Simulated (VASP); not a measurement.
Runs of VASP 6.6.1 on Ba. The structure is that of space group P6/mmm (No. 191), or close to it. The cells are those of the table. 

```tsv
cell	gap on the mesh (eV)	pressure (GPa)
a = 6.996, b = 6.996, c = 3.909 Å, angles 90.0, 90.0, 120.0°, 2 atoms	none	-0.2
a = 7.065, b = 7.065, c = 3.948 Å, angles 90.0, 90.0, 120.0°, 2 atoms	none	-0.2
a = 7.133, b = 7.133, c = 3.986 Å, angles 90.0, 90.0, 120.0°, 2 atoms	none	-0.3
a = 6.853, b = 6.853, c = 3.830 Å, angles 90.0, 90.0, 120.0°, 2 atoms	none	(a)
a = 6.925, b = 6.925, c = 3.870 Å, angles 90.0, 90.0, 120.0°, 2 atoms	none	-0.1
```

Alike in all rows: task single point; level PBEsol; potentials or basis VASP PAW PBE potentials, release 64 (Ba_sv); no spin polarisation; k mesh 5 × 5 × 7; cutoff (eV) 520; smearing methfessel-paxton 0.1 eV.

Task: Fill in the values left out.

Result: (a) 0.0.

Caveats: the PAW data sets were made with another functional, which shifts forces and pressure a little; spin-orbit coupling is left out, which moves the levels of the heavy elements.

A k mesh can miss the band edges, and the runs leave out spin-orbit coupling on Ba.

A gap of «none» marks levels without a gap at the run's occupations.
